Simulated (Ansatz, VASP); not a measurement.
# NaCl in VASP and in Ansatz

```
Cl Na
1.0
     0.00000    2.84886    2.84886
     2.84886    0.00000    2.84886
     2.84886    2.84886    0.00000
Cl Na
1 1
Direct
  0.50000 0.50000 0.50000
  0.00000 0.00000 0.00000
```

Alike in both runs: task single point; functional BHLYP; k mesh 4 × 4 × 4; occupations fermi-dirac, width 0.05 eV; no spin polarisation.

|  | VASP | Ansatz |
| --- | --- | --- |
| version | VASP 6.6.1 | Ansatz 0.2.0 |
| potentials or method | VASP PAW PBE potentials, release 64 (Cl, Na_pv) | Ansatz PAW |
| plane-wave cutoff (eV) | 520 | 420 |
| valence electrons in the cell | 14 | 16 |

```csv
,VASP,Ansatz,Ansatz less VASP
gap on the k mesh at the Fermi level (eV),9.18,9.15,-0.034
least direct gap on the mesh (eV),9.18,9.15,-0.034
pressure (GPa),-1.0,-0.8,+0.14
```

VASP's potentials were made for PBE, not for BHLYP. The functional is the same, so the differences come from potentials, cutoffs and numerics. VASP's potentials hold 14 valence electrons a cell and Ansatz's 16, so a difference there can come from the potentials and not from the codes.

The k mesh is coarse, so the values compare programs but aren't converged.
